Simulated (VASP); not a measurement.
# B3Au (R32) in VASP: a series of runs, part 2 of 2

VASP 6.6.1. The steps go on from the part before.

**5. Relaxation of cell and atoms, PBE**

This run uses another cell than the first one, of 11.45 Å³/atom, 1.134 times its volume.

INCAR reads:

```
SYSTEM = B3Au
PREC = Accurate ; ENCUT = 600
EDIFF = 1E-6 ; ISMEAR = -1
SIGMA = 0.1 ; LREAL = .FALSE.
LASPH = .TRUE. ; NELM = 80
ALGO = Normal ; ISIF = 3
LWAVE = .FALSE. ; LCHARG = .FALSE.
GGA = PE ; IBRION = 2
NSW = 60 ; EDIFFG = -0.01
```

KPOINTS reads:

```
Automatic mesh
0
G
  5 5 5
  0 0 0
```

POSCAR reads:

```
B3Au
1.0
    3.5779340000      0.0000000000      0.0000000000
    0.0265360000      3.5778360000      0.0000000000
    0.0265360000      0.0263410000      3.5777380000
Au B
1 3
Direct
    0.0000000000      0.0000000000      0.0000000000
    0.5000000000      0.2750000000      0.7250000000
    0.7250000000      0.5000000000      0.2750000000
    0.2750000000      0.7250000000      0.5000000000
```

Potentials or basis: VASP PAW PBE potentials, release 64 (Au, B).

Command:

```sh
$ cat potpaw_PBE.64/Au/POTCAR potpaw_PBE.64/B/POTCAR > POTCAR
$ mpirun -np 1 vasp_std > vasp.out
```

OUTCAR:

```text
SYSTEM = B3Au
   PREC = Accurate
   ENCUT = 600
   EDIFF = 1E-6
   ISMEAR = -1
   LREAL = .FALSE.
   LASPH = .TRUE.
   NELM = 80
   ISIF = 3
   GGA = PE
   IBRION = 2
   NSW = 60
   EDIFFG = -0.01

 ion  position               nearest neighbor table
   1  0.000  0.000  0.000-   4 2.26   2 2.26   2 2.26   3 2.26   4 2.26   3 2.26
   2  0.500  0.275  0.725-   3 1.96   4 1.96   1 2.26   1 2.26
   3  0.725  0.500  0.275-   2 1.96   4 1.96   1 2.26   1 2.26
   4  0.275  0.725  0.500-   2 1.96   3 1.96   1 2.26   1 2.26

  LATTYP: Found a trigonal (rhomboedric) cell.
 ALAT       =     3.5779340000
 COS(alpha) =     0.0074165697

  Lattice vectors:

 A1 = (   3.5779340000,   0.0000000000,   0.0000000000)
 A2 = (   0.0265360000,   3.5778360000,   0.0000000000)
 A3 = (   0.0265360000,   0.0263410000,   3.5777380000)

Analysis of symmetry for initial positions (statically):
=====================================================================
 Subroutine PRICEL returns:
 Original cell was already a primitive cell.

 Routine SETGRP: Setting up the symmetry group for a
 trigonal (rhombohedral) supercell.

 Subroutine GETGRP returns: Found  6 space group operations
 (whereof  6 operations were pure point group operations)
 out of a pool of 12 trial point group operations.

The static configuration has the point symmetry D_3 .

Analysis of symmetry for dynamics (positions and initial velocities):
=====================================================================
 Subroutine PRICEL returns:
 Original cell was already a primitive cell.

 Routine SETGRP: Setting up the symmetry group for a
 trigonal (rhombohedral) supercell.

 Subroutine GETGRP returns: Found  6 space group operations
 (whereof  6 operations were pure point group operations)
 out of a pool of 12 trial point group operations.

The dynamic configuration has the point symmetry D_3 .

 Subroutine INISYM returns: Found  6 space group operations
 (whereof  6 operations are pure point group operations),
 and found     1 'primitive' translations

----------------------------------------------------------------------------------------

                                     Primitive cell

  volume of cell :      45.7996

  direct lattice vectors                    reciprocal lattice vectors
     3.577934000  0.000000000  0.000000000     0.279490902 -0.002072921 -0.002057716
     0.026536000  3.577836000  0.000000000     0.000000000  0.279498557 -0.002057801
     0.026536000  0.026341000  3.577738000     0.000000000  0.000000000  0.279506213

  length of vectors
     3.577934000  3.577934404  3.577933371     0.279506163  0.279506132  0.279506213

  position of ions in fractional coordinates (direct lattice)
     0.000000000  0.000000000  0.000000000
     0.500000000  0.275000000  0.725000000
     0.725000000  0.500000000  0.275000000
     0.275000000  0.725000000  0.500000000

  ion indices of the primitive-cell ions
   primitive index   ion index
                 1           1
                 2           2
                 3           3
                 4           4

----------------------------------------------------------------------------------------

 KPOINTS: Automatic mesh

Automatic generation of k-mesh.
 Grid dimensions read from file:
 generate k-points for:    5    5    5

 Generating k-lattice:

  Cartesian coordinates                     Fractional coordinates (reciprocal lattice)
     0.055898180 -0.000414584 -0.000411543     0.200000000 -0.000000000  0.000000000
     0.000000000  0.055899711 -0.000411560     0.000000000  0.200000000  0.000000000
     0.000000000  0.000000000  0.055901243     0.000000000  0.000000000  0.200000000

  Length of vectors
     0.055901233  0.055901226  0.055901243

  Shift w.r.t. Gamma in fractional coordinates (k-lattice)
     0.000000000  0.000000000  0.000000000

 Subroutine IBZKPT returns following result:
 ===========================================

 Found     19 irreducible k-points:

 Following reciprocal coordinates:
            Coordinates               Weight
  0.000000  0.000000  0.000000      1.000000
  0.200000  0.000000 -0.000000      6.000000
  0.400000  0.000000  0.000000      6.000000
  0.200000  0.200000 -0.000000      6.000000
  0.400000  0.200000  0.000000     12.000000
 -0.400000  0.200000 -0.000000     12.000000
[... 11 lines left out ...]
  0.400000  0.400000  0.400000      2.000000
 -0.400000  0.400000  0.400000      6.000000
   k-points           NKPTS =     19   k-points in BZ     NKDIM =     19   number of bands    NBANDS=     14
   number of dos      NEDOS =    301   number of ions     NIONS =      4
   total plane-waves  NPLWV =  27000
   dimension x,y,z NGX =    30 NGY =   30 NGZ =   30
   dimension x,y,z NGXF=    60 NGYF=   60 NGZF=   60
   ions per type =               1   3
   NGX,Y,Z   is equivalent  to a cutoff of  13.94, 13.94, 13.94 a.u.
   NGXF,Y,Z  is equivalent  to a cutoff of  27.88, 27.88, 27.88 a.u.
 SYSTEM =  B3Au
   PREC   = accura    normal or accurate (medium, high low for compatibility)
   ISTART =      0    job   : 0-new  1-cont  2-samecut
   ICHARG =      2    charge: 1-file 2-atom 10-const
   ISPIN  =      1    spin polarized calculation?
   LNONCOLLINEAR =      F non collinear calculations
   LSORBIT =      F    spin-orbit coupling
   LASPH  =      T    aspherical Exc in radial PAW
   ENCUT  =  600.0 eV  44.10 Ry    6.64 a.u.   7.15  7.15  7.15*2*pi/ulx,y,z
   NELM   =     80;   NELMIN=  2; NELMDL= -5     # of ELM steps
   EDIFF  = 0.1E-05   stopping-criterion for ELM
   LREAL  =      F    real-space projection
   EDIFFG = -.1E-01   stopping-criterion for IOM
   NSW    =     60    number of steps for IOM
   IBRION =      2    ionic relax: 0-MD 1-quasi-New 2-CG
   NFREE  =      1    steps in history (QN), initial steepest desc. (CG)
   ISIF   =      3    stress and relaxation
   ISYM   =      2    0-nonsym 1-usesym 2-fastsym
   POTIM  = 0.5000    time-step for ionic-motion
   TEBEG  =    0.0;   TEEND  =   0.0 temperature during run
   PSTRESS=    0.0 pullay stress
   NELECT =      20.0000    total number of electrons
   NUPDOWN=      -1.0000    fix difference up-down
   EMIN   =  10.00;   EMAX   =-10.00  energy-range for DOS
   EFERMI =   0.00;   METHOD = LEGACY
   ISMEAR =    -1;   SIGMA  =   0.10  broadening in eV -4-tet -1-fermi 0-gaus
   EFERMI_NEDOS =   21; number of points for ismear=-14 and -15
   IALGO  =     38    algorithm
   IMIX   =      4    mixing-type and parameters
     AMIX     =   0.40;   BMIX     =  1.00
     AMIX_MAG =   1.60;   BMIX_MAG =  1.00
  volume/ion in A,a.u.               =      11.45        77.27
  Fermi-wavevector in a.u.,A,eV,Ry     =   1.242027  2.347091 20.988773  1.542631
  Thomas-Fermi vector in A             =   2.376399
   LORBIT       =      0    0 simple, 1 ext, 2 COOP (PROOUT), +10 PAW based schemes
   GGA     = PE    functional components
   LHFCALC =     F    Hartree Fock is set to
   AEXX    =    0.0000 exact exchange contribution
   IVDW    =     0    specifies the selected vdW correction
   LEPSILON=     F    determine dielectric tensor
   LRPA    =     F    only Hartree local field effects (RPA)
 conjugate gradient relaxation of ions
 non-spin polarized calculation
  energy-cutoff  :      600.00
  volume of cell :       45.80
 maximum number of plane-waves:      1538
 NGX is ok and might be reduce to    30
   NGX = 15   NGY = 15   NGZ = 15

--------------------------------------- Ionic step        1  -------------------------------------------

 number of electron      20.0000002 magnetization

 Free energy of the ion-electron system (eV)
  ---------------------------------------------------
  ext. energy  EPLUGINS =         0.00000000
  ---------------------------------------------------
  free energy    TOTEN  =       -18.54857554 eV

  energy without entropy =      -18.48906318  energy(sigma->0) =      -18.51881936

------------------------ aborting loop because EDIFF is reached ----------------------------------------

  FORCE on cell =-STRESS in cart. coord.  units (eV):
  Direction    XX          YY          ZZ          XY          YZ          ZX
  --------------------------------------------------------------------------------------
  -------------------------------------------------------------------------------------
  Total       -3.7241163     -3.7116102     -3.6993743     -0.8431887     -0.8308197     -0.8370033
  in kB     -130.2784350   -129.8409407   -129.4128994    -29.4967432    -29.0640470    -29.2803652
  external PRESSURE =    -129.8440917 kB  Pullay stress =       0.0000000 kB
[... 289 lines left out ...]
  energy  without entropy=      -19.0300191312  energy(sigma->0) =      -19.05968118

--------------------------------------- Ionic step        9  -------------------------------------------

 number of electron      20.0000003 magnetization

 Free energy of the ion-electron system (eV)
  ---------------------------------------------------
  ext. energy  EPLUGINS =         0.00000000
  ---------------------------------------------------
  free energy    TOTEN  =       -19.09640160 eV

  energy without entropy =      -19.03629450  energy(sigma->0) =      -19.06634805

 E-fermi :   7.6220     XC(G=0): -12.1163

 val. band max:        7.5763568925   @ k =   0.2000   0.2000  -0.0000
 cond. band min:       7.6946072143   @ k =   0.4000   0.0000   0.0000
 fundamental gap:      0.1182503218
 Fermi energy:         7.6219611541

 k-point     1 :       0.0000    0.0000    0.0000
  band No.  band energies     occupation
      1      -5.8398      2.00000
      2       0.6660      2.00000
      3       0.6660      2.00000
      4       2.1561      2.00000
      5       2.2287      2.00000
      6       2.2287      2.00000
      7       4.4696      2.00000
      8       5.6190      2.00000
      9       5.6190      2.00000
     10       7.5400      1.38848
     11       8.0962      0.01729
     12       8.0962      0.01729
     13      15.0285      0.00000
     14      15.0285      0.00000
[... 335 lines left out ...]
  FREE ENERGIE OF THE ION-ELECTRON SYSTEM (eV)
  ---------------------------------------------------
  free  energy   TOTEN  =       -19.0964015962 eV

  energy  without entropy=      -19.0362944983  energy(sigma->0) =      -19.06634805

 reached required accuracy - stopping structural energy minimisation
```

OSZICAR:

```text
N       E                     dE             d eps       ncg     rms          rms(c)
DAV:   1     0.836129841679E+02    0.83613E+02   -0.10553E+04   540   0.147E+03
DAV:   2    -0.183133951734E+02   -0.10193E+03   -0.98770E+02   646   0.253E+02
DAV:   3    -0.214125984336E+02   -0.30992E+01   -0.30490E+01   736   0.437E+01
[... 82 lines left out ...]
DAV:   3    -0.190974476352E+02    0.23175E-02   -0.84723E-03   610   0.979E-01    0.583E-01
DAV:   4    -0.190964636634E+02    0.98397E-03   -0.47520E-03   652   0.485E-01    0.642E-02
DAV:   5    -0.190964045094E+02    0.59154E-04   -0.40976E-04   640   0.234E-01    0.793E-02
DAV:   6    -0.190964019303E+02    0.25791E-05   -0.59791E-05   648   0.717E-02    0.741E-03
DAV:   7    -0.190964015962E+02    0.33403E-06   -0.32942E-06   608   0.217E-02
   9 F= -.19096402E+02 E0= -.19066348E+02  d E =-.133002E-01
```

Wall time 3.1 min (1 thread of Intel Xeon 8259CL, shared host); peak memory 0.19 GiB.

Results:

```yaml
Free_energy: -19.0964 eV
Relaxed_volume: 10.09 Å³/atom
Relaxed_cell: a = 3.449 Å, b = 3.449 Å, c = 3.449 Å, α = 95.83°, β = 95.83°, γ = 95.83°
Space_group_after_relaxing_to_0.05_Å: R32 (No. 155)
Energy_gained_by_relaxing: 137.0 meV/atom
Ionic_steps: 9
Pressure_after_relaxing: 0.0 GPa
Largest_force_after_relaxing: 0.005 eV/Å
Band_gap_on_the_k_mesh: zero (band 10 reaches 8.08 eV, above the bottom of band 11 at 6.94 eV)
```

Forces in eV/Å, atoms in the order of the input:
```
Au   0.000  0.000  0.000
B    0.000  0.003 -0.003
B   -0.003  0.000  0.003
B    0.003 -0.003  0.000
```

Step by step:
| step | energy change (eV) | largest force (eV/Å) | pressure (GPa) | volume (Å³) |
| --- | --- | --- | --- | --- |
| 1 | 0.0000 | 1.1596 | -12.98 | 45.80 |
| 2 | -0.3383 | 0.3098 | 8.12 | 39.91 |
| 3 | -0.3479 | 0.4733 | 4.50 | 40.65 |
| 4 | -0.4628 | 0.2956 | 1.25 | 40.92 |
| 5 | -0.4735 | 0.5628 | 0.31 | 41.01 |
| 6 | -0.5257 | 0.2331 | -2.58 | 41.21 |
| 7 | -0.5345 | 0.0979 | -3.86 | 41.30 |
| 8 | -0.5408 | 0.0903 | 3.09 | 39.68 |
| 9 | -0.5478 | 0.0045 | 0.01 | 40.35 |

Final structure:
```cif
data_structure
_symmetry_space_group_name_H-M 'P 1'
_symmetry_Int_Tables_number 1
_cell_length_a 3.4490
_cell_length_b 3.4490
_cell_length_c 3.4490
_cell_angle_alpha 95.831
_cell_angle_beta 95.831
_cell_angle_gamma 95.831
_cell_volume 40.35
loop_
_atom_site_label
_atom_site_type_symbol
_atom_site_fract_x
_atom_site_fract_y
_atom_site_fract_z
_atom_site_occupancy
Au1 Au 0.00000 0.00000 0.00000 1
B1 B 0.50000 0.28795 0.71205 1
B2 B 0.71205 0.50000 0.28795 1
B3 B 0.28795 0.71205 0.50000 1
```

Caveat: spin-orbit coupling is left out, which moves the levels of the heavy elements.
